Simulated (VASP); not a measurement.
# Ca (Fm-3m) in VASP: single point with PBEsol

Aim: the single point of Ca with PBEsol.

All numbers are computed with VASP 6.6.1; they aren't measurements. Logs are shortened: lines on timing, memory, paths and dates and some standing lists are left out, and cuts for length are marked.

## 1. The cell of the first run

It takes space group Fm-3m (No. 225, cubic). The conventional cell has a = 5.455 Å, b = 5.455 Å, c = 5.455 Å, α = 90.00°, β = 90.00°, γ = 90.00°. Ca (site symmetry m-3m) has 12 Ca at 3.86 Å within 5.1 Å.

## 2. Single point, PBEsol

Contents of INCAR:

```
ALGO     = Normal         # electronic algorithm
EDIFF    = 1E-6           # SCF threshold, eV
ENCUT    = 500            # plane-wave cutoff, eV
GGA      = PS             # functional
GGA_COMPAT= False        
ISIF     = 2              # what is computed and relaxed
ISMEAR   = -4             # smearing method
LASPH    = True           # aspherical terms in the spheres
LCHARG   = False          # write CHGCAR
LREAL    = False          # projectors in reciprocal space
LWAVE    = False          # write WAVECAR
NBANDS   = 11             # bands
NELM     = 120            # most SCF steps
PREC     = Accurate       # precision mode
SIGMA    = 0.1            # smearing width, eV
```

Contents of KPOINTS:

```
k-points
0
Gamma
  14 14 14
```

Contents of POSCAR:

```
Ca
1.0
    0.0000000000      2.7273233714      2.7273233714
    2.7273233714      0.0000000000      2.7273233714
    2.7273233714      2.7273233714      0.0000000000
Ca
1
Direct
    0.0000000000      0.0000000000      0.0000000000
```

Potentials or basis: VASP PAW PBE potentials, release 64 (Ca_sv).

On the command line:

```bash
> cat potpaw_PBE.64/Ca_sv/POTCAR > POTCAR
> mpirun -np 1 vasp_std > vasp.out
```

OUTCAR:

```text
EDIFF = 1E-6
   ENCUT = 500
   GGA = PS
   ISIF = 2
   ISMEAR = -4
   LASPH = True
   LREAL = False
   NELM = 120
   PREC = Accurate

 ion  position               nearest neighbor table
   1  0.000  0.000  0.000-

  LATTYP: Found a face centered cubic cell.
 ALAT       =     5.4546467428

  Lattice vectors:

 A1 = (   0.0000000000,   2.7273233714,   2.7273233714)
 A2 = (   2.7273233714,   0.0000000000,   2.7273233714)
 A3 = (   2.7273233714,   2.7273233714,   0.0000000000)

Analysis of symmetry for initial positions (statically):
=====================================================================
 Subroutine PRICEL returns:
 Original cell was already a primitive cell.

 Routine SETGRP: Setting up the symmetry group for a
 face centered cubic supercell.

 Subroutine GETGRP returns: Found 48 space group operations
 (whereof 48 operations were pure point group operations)
 out of a pool of 48 trial point group operations.

The static configuration has the point symmetry O_h .

Analysis of symmetry for dynamics (positions and initial velocities):
=====================================================================
 Subroutine PRICEL returns:
 Original cell was already a primitive cell.

 Routine SETGRP: Setting up the symmetry group for a
 face centered cubic supercell.

 Subroutine GETGRP returns: Found 48 space group operations
 (whereof 48 operations were pure point group operations)
 out of a pool of 48 trial point group operations.

The dynamic configuration has the point symmetry O_h .

 Subroutine INISYM returns: Found 48 space group operations
 (whereof 48 operations are pure point group operations),
 and found     1 'primitive' translations

----------------------------------------------------------------------------------------

                                     Primitive cell

  volume of cell :      40.5733

  direct lattice vectors                    reciprocal lattice vectors
     0.000000000  2.727323371  2.727323371    -0.183329929  0.183329929  0.183329929
     2.727323371  0.000000000  2.727323371     0.183329929 -0.183329929  0.183329929
     2.727323371  2.727323371  0.000000000     0.183329929  0.183329929 -0.183329929

  length of vectors
     3.857017701  3.857017701  3.857017701     0.317536752  0.317536752  0.317536752

  position of ions in fractional coordinates (direct lattice)
     0.000000000  0.000000000  0.000000000

  ion indices of the primitive-cell ions
   primitive index   ion index
                 1           1

----------------------------------------------------------------------------------------

 KPOINTS: k-points

Automatic generation of k-mesh.
 Grid dimensions read from file:
 generate k-points for:   14   14   14

 Generating k-lattice:

  Cartesian coordinates                     Fractional coordinates (reciprocal lattice)
    -0.013094995  0.013094995  0.013094995     0.071428571  0.000000000  0.000000000
     0.013094995 -0.013094995  0.013094995     0.000000000  0.071428571  0.000000000
     0.013094995  0.013094995 -0.013094995     0.000000000  0.000000000  0.071428571

  Length of vectors
     0.022681197  0.022681197  0.022681197

  Shift w.r.t. Gamma in fractional coordinates (k-lattice)
     0.000000000  0.000000000  0.000000000

 TETIRR: Found    389 inequivalent tetrahedra from    16464

 Subroutine IBZKPT returns following result:
 ===========================================

 Found    104 irreducible k-points:

 Following reciprocal coordinates:
            Coordinates               Weight
  0.000000  0.000000  0.000000      1.000000
  0.071429  0.000000  0.000000      8.000000
  0.142857  0.000000  0.000000      8.000000
  0.214286  0.000000  0.000000      8.000000
  0.285714  0.000000  0.000000      8.000000
  0.357143  0.000000  0.000000      8.000000
[... 16 lines left out ...]
  0.214286  0.142857  0.000000     24.000000
  0.285714  0.142857  0.000000     24.000000
 [... further k-points ...]
   k-points           NKPTS =    104   k-points in BZ     NKDIM =    104   number of bands    NBANDS=     11
   number of dos      NEDOS =    301   number of ions     NIONS =      1
   total plane-waves  NPLWV =  21952
   dimension x,y,z NGX =    28 NGY =   28 NGZ =   28
   dimension x,y,z NGXF=    56 NGYF=   56 NGZF=   56
   ions per type =               1
   NGX,Y,Z   is equivalent  to a cutoff of  12.07, 12.07, 12.07 a.u.
   NGXF,Y,Z  is equivalent  to a cutoff of  24.14, 24.14, 24.14 a.u.
 SYSTEM =  unknown system
   PREC   = accura    normal or accurate (medium, high low for compatibility)
   ISTART =      0    job   : 0-new  1-cont  2-samecut
   ICHARG =      2    charge: 1-file 2-atom 10-const
   ISPIN  =      1    spin polarized calculation?
   LNONCOLLINEAR =      F non collinear calculations
   LSORBIT =      F    spin-orbit coupling
   LASPH  =      T    aspherical Exc in radial PAW
   ENCUT  =  500.0 eV  36.75 Ry    6.06 a.u.   7.03  7.03  7.03*2*pi/ulx,y,z
   NELM   =    120;   NELMIN=  2; NELMDL= -5     # of ELM steps
   EDIFF  = 0.1E-05   stopping-criterion for ELM
   LREAL  =      F    real-space projection
   EDIFFG = 0.1E-04   stopping-criterion for IOM
   NSW    =      0    number of steps for IOM
   IBRION =     -1    ionic relax: 0-MD 1-quasi-New 2-CG
   NFREE  =      0    steps in history (QN), initial steepest desc. (CG)
   ISIF   =      2    stress and relaxation
   ISYM   =      2    0-nonsym 1-usesym 2-fastsym
   POTIM  = 0.5000    time-step for ionic-motion
   TEBEG  =    0.0;   TEEND  =   0.0 temperature during run
   PSTRESS=    0.0 pullay stress
   NELECT =      10.0000    total number of electrons
   NUPDOWN=      -1.0000    fix difference up-down
   EMIN   =  10.00;   EMAX   =-10.00  energy-range for DOS
   EFERMI =   0.00;   METHOD = LEGACY
   ISMEAR =    -4;   SIGMA  =   0.10  broadening in eV -4-tet -1-fermi 0-gaus
   EFERMI_NEDOS =   21; number of points for ismear=-14 and -15
   IALGO  =     38    algorithm
   IMIX   =      4    mixing-type and parameters
     AMIX     =   0.40;   BMIX     =  1.00
     AMIX_MAG =   1.60;   BMIX_MAG =  1.00
  volume/ion in A,a.u.               =      40.57       273.80
  Fermi-wavevector in a.u.,A,eV,Ry     =   1.026427  1.939666 14.334459  1.053553
  Thomas-Fermi vector in A             =   2.160320
   LORBIT       =      0    0 simple, 1 ext, 2 COOP (PROOUT), +10 PAW based schemes
   GGA     = PS    functional components
   LHFCALC =     F    Hartree Fock is set to
   AEXX    =    0.0000 exact exchange contribution
   IVDW    =     0    specifies the selected vdW correction
   LEPSILON=     F    determine dielectric tensor
   LRPA    =     F    only Hartree local field effects (RPA)
 non-spin polarized calculation
 Fermi weights with tetrahedron method witout Bloechl corrections
  energy-cutoff  :      500.00
  volume of cell :       40.57
 maximum number of plane-waves:      1056
   NGX = 13   NGY = 13   NGZ = 13

 number of electron      10.0000000 magnetization

 number of electron       9.9999997 magnetization

 Free energy of the ion-electron system (eV)
  ---------------------------------------------------
  ext. energy  EPLUGINS =         0.00000000
  ---------------------------------------------------
  free energy    TOTEN  =        -2.12611116 eV

  energy without entropy =       -2.12611116  energy(sigma->0) =       -2.12611116

 E-fermi :   2.0484     XC(G=0):  -7.9340

 val. band max:        2.0761011916   @ k =  -0.3571   0.3571   0.0714
 cond. band min:       1.9800734960   @ k =  -0.4286   0.2143   0.0000
 fundamental gap:     -0.0960276955
 Fermi energy:         2.0483541433

 k-point     1 :       0.0000    0.0000    0.0000
  band No.  band energies     occupation
      1     -39.6903      2.00000
      2     -20.6776      2.00000
      3     -20.6776      2.00000
      4     -20.6776      2.00000
      5      -2.0567      2.00000
      6       4.4316      0.00000
      7       4.4316      0.00000
      8       4.4316      0.00000
      9       5.5629      0.00000
     10       5.5629      0.00000
     11      11.3457      0.00000

 k-point     2 :       0.0714    0.0000    0.0000
  band No.  band energies     occupation
      1     -39.6895      2.00000
      2     -20.6859      2.00000
      3     -20.6788      2.00000
      4     -20.6788      2.00000
      5      -1.9662      2.00000
      6       4.3321      0.00000
      7       4.4671      0.00000
      8       4.4671      0.00000
      9       5.5313      0.00000
     10       5.5313      0.00000
     11      11.4658      0.00000

 k-point     3 :       0.1429    0.0000    0.0000
  band No.  band energies     occupation
      1     -39.6871      2.00000
      2     -20.7089      2.00000
      3     -20.6819      2.00000
      4     -20.6819      2.00000
      5      -1.6994      2.00000
      6       4.0645      0.00000
      7       4.5478      0.00000
      8       4.5478      0.00000
      9       5.4741      0.00000
     10       5.4741      0.00000
     11      11.3791      0.00000

 k-point     4 :       0.2143    0.0000    0.0000
  band No.  band energies     occupation
      1     -39.6838      2.00000
      2     -20.7418      2.00000
      3     -20.6864      2.00000
      4     -20.6864      2.00000
      5      -1.2711      2.00000
      6       3.6910      0.00000
      7       4.5911      0.00000
      8       4.5911      0.00000
      9       5.4987      0.00000
     10       5.4987      0.00000
     11      10.2642      0.00000

 k-point     5 :       0.2857    0.0000    0.0000
  band No.  band energies     occupation
      1     -39.6800      2.00000
      2     -20.7782      2.00000
      3     -20.6914      2.00000
      4     -20.6914      2.00000
      5      -0.7078      2.00000
      6       3.2582      0.00000
      7       4.5331      0.00000
      8       4.5331      0.00000
      9       5.6825      0.00000
     10       5.6825      0.00000
     11       9.1893      0.00000
[... 211 lines left out ...]
 k-point    21 :      -0.0714    0.0714    0.0000
  band No.  band energies     occupation
      1     -39.6881      2.00000
      2     -20.6972      2.00000
      3     -20.6836      2.00000
      4     -20.6792      2.00000
      5      -1.8169      2.00000
      6       4.1854      0.00000
      7       4.5033      0.00000
      8       4.5313      0.00000
      9       5.4084      0.00000
     10       5.5665      0.00000
     11      11.6188      0.00000

 k-point    22 :       0.1429    0.1429    0.0000
  band No.  band energies     occupation
      1     -39.6861      2.00000
      2     -20.7080      2.00000
      3     -20.6889      2.00000
      4     -20.6889      2.00000
      5      -1.5819      2.00000
      6       3.9769      0.00000
      7       4.6287      0.00000
      8       4.6287      0.00000
      9       5.0896      0.00000
     10       5.6879      0.00000
     11      11.9336      0.00000

 k-point    23 :       0.2143    0.1429    0.0000
  band No.  band energies     occupation
      1     -39.6836      2.00000
      2     -20.7294      2.00000
      3     -20.6945      2.00000
      4     -20.6931      2.00000
      5      -1.2679      2.00000
      6       3.7372      0.00000
      7       4.6371      0.00000
      8       4.7259      0.00000
      9       4.9885      0.00000
     10       5.7520      0.00000
     11      11.2505      0.00000

 k-point    24 :       0.2857    0.1429    0.0000
  band No.  band energies     occupation
      1     -39.6803      2.00000
      2     -20.7590      2.00000
      3     -20.7001      2.00000
      4     -20.6983      2.00000
      5      -0.8037      2.00000
      6       3.4305      0.00000
      7       4.3997      0.00000
      8       4.7626      0.00000
      9       5.2188      0.00000
     10       5.8799      0.00000
     11      10.0419      0.00000

 [... further k-points ...]

------------------------ aborting loop because EDIFF is reached ----------------------------------------

  FORCE on cell =-STRESS in cart. coord.  units (eV):
  Direction    XX          YY          ZZ          XY          YZ          ZX
  --------------------------------------------------------------------------------------
  -------------------------------------------------------------------------------------
  Total       -0.0312073     -0.0312073     -0.0312073     -0.0000000     -0.0000000      0.0000000
  in kB       -1.2323306     -1.2323306     -1.2323306     -0.0000000     -0.0000000      0.0000000
  external PRESSURE =      -1.2323306 kB  Pullay stress =       0.0000000 kB

 VOLUME and BASIS-vectors are now :
 -----------------------------------------------------------------------------
  energy-cutoff  :      500.00
  volume of cell :       40.57
      direct lattice vectors                 reciprocal lattice vectors
     0.000000000  2.727323371  2.727323371    -0.183329929  0.183329929  0.183329929
     2.727323371  0.000000000  2.727323371     0.183329929 -0.183329929  0.183329929
     2.727323371  2.727323371  0.000000000     0.183329929  0.183329929 -0.183329929

 POSITION                                       TOTAL-FORCE (eV/Angst)
 -----------------------------------------------------------------------------------
      0.00000      0.00000      0.00000         0.000000     -0.000000     -0.000000
 -----------------------------------------------------------------------------------
    total drift:                               -0.000000     -0.000000     -0.000000

  FREE ENERGIE OF THE ION-ELECTRON SYSTEM (eV)
  ---------------------------------------------------
  free  energy   TOTEN  =        -2.1261111559 eV

  energy  without entropy=       -2.1261111559  energy(sigma->0) =       -2.12611116
```

Wall time 53 s (1 thread of Intel Xeon 8259CL, shared host); peak memory 0.18 GiB.

Results:

* Free energy: -2.1261 eV
* Pressure: -0.1 GPa
* Band gap on the k mesh: zero (bands 5 and 6 overlap by 0.25 eV)

Caveat: the PAW data sets were made with another functional, which shifts forces and pressure a little; tetrahedron occupations give inexact forces and stress in metals.
